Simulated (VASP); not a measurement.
# Al: single point with PBEsol

Crystal: Al.

```xyz
1
Lattice="0.0000 2.0387 2.0387 1.9780 0.0000 2.0387 1.9780 2.0387 0.0000" Properties=species:S:1:pos:R:3 pbc="T T T"
Al    0.0000    0.0000    0.0000
```

This cell differs from its parent crystal: strained.

* Program: VASP 6.6.1
* Task: single point
* Functional: PBEsol
* Potentials or basis: VASP PAW PBE potentials, release 64 (Al)
* Cutoff: 520 eV
* k mesh: 16 × 16 × 16
* Occupations: gaussian, width 0.1 eV
* Spin: no spin polarisation

The pressure is -1.1 GPa.

Stress tensor (GPa, compression positive):
```
 0.90  0.00  0.00
 0.00 -2.14  0.00
 0.00  0.00 -2.14
```

Levels at points of the mesh, in eV from the Fermi level:
```csv
k point,band 1,band 2,band 3,band 4
"(0.00, 0.00, 0.00)",-11.18,12.50,12.50,12.82
"(0.50, 0.00, 0.00)",-4.63,-4.40,11.05,11.09
"(0.50, 0.50, 0.00)",-3.09,-1.84,5.36,5.67
"(0.00, 0.50, 0.50)",-2.65,-1.21,5.00,5.21
```

It took 29 s on 1 thread of Intel(R) Xeon(R) Platinum 8259CL CPU @ 2.50GHz (Skylake/Cascade Lake), on a shared host, peak memory 0.16 GiB.

Caveat: the cell differs from its parent crystal (strained); the PAW data sets were made with another functional, which shifts forces and pressure a little.
